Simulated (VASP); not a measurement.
**N: single point with PBE+D3(BJ)**

The system is N.

```
N
1.0
    -3.81655    0.00000    0.00000
    -1.90828   -3.30523    0.00000
    -4.77050   -2.75425   14.82904
N
8
Direct
  0.57323 0.57323 0.91216
  0.98988 0.98988 0.41216
  0.63516 0.63516 0.83784
  0.05181 0.05181 0.33784
  0.53154 0.53154 0.16216
  0.11489 0.11489 0.66216
  0.59347 0.59347 0.08784
  0.17682 0.17682 0.58784
```

This cell differs from its parent crystal: the part above a cut slid along it.

```
Program                : VASP 6.6.1
Task                   : single point
Functional             : PBE
Dispersion             : D3(BJ)
Potentials or basis    : VASP PAW PBE potentials, release 64 (N)
Cutoff                 : 520 eV
k mesh                 : 7 × 7 × 2
Occupations            : gaussian, width 0.05 eV
Spin                   : no spin polarisation
Dipole correction      : no
Further INCAR settings : ALGO = Normal; EDIFF = 1e-07; NBANDS = 30
```

The pressure is 2.2 GPa and the largest force is 1.784 eV/Å. The band gap on the k mesh is 6.94 eV (least direct gap 6.96 eV) and the dispersion energy per atom is -0.052 eV.

Forces on the atoms (eV/Å):
```
N    0.160  0.092  1.551
N    0.000  0.000  1.740
N   -0.031 -0.018 -1.784
N    0.000  0.000 -1.740
N    0.031  0.018  1.784
N    0.000  0.000  1.740
N   -0.160 -0.092 -1.551
N    0.000  0.000 -1.740
```

Stress tensor (GPa, compression positive):
```
-0.15  0.06 -0.23
 0.06 -0.22 -0.13
-0.23 -0.13  6.92
```

Levels at points of the mesh, in eV from the valence-band top:
| k point | band 16 | band 17 | band 18 | band 19 | band 20 | band 21 | band 22 | band 23 | band 24 | band 25 |
| --- | --- | --- | --- | --- | --- | --- | --- | --- | --- | --- |
| (0.00, 0.00, 0.00) | -1.65 | -1.26 | -0.64 | -0.54 | -0.02 | 8.00 | 8.02 | 8.03 | 8.12 | 8.17 |
| (0.00, 0.00, 0.50) | -1.64 | -1.09 | -1.00 | -0.25 | -0.12 | 7.98 | 8.02 | 8.06 | 8.14 | 8.15 |

Wall time 4.6 min on 1 thread of Oxide Virtual Turin-like Processor, with other jobs on the host, peak memory 0.31 GiB.

Caveat: the cell differs from its parent crystal (the part above a cut slid along it); the standard files for N, O and F lose accuracy on very short bonds; the stress differs along the axes, from -0 to 7 GPa; forces of over 1 eV/Å act on the atoms, so gaps and moduli don't describe the material at rest. A k mesh can miss the band edges.
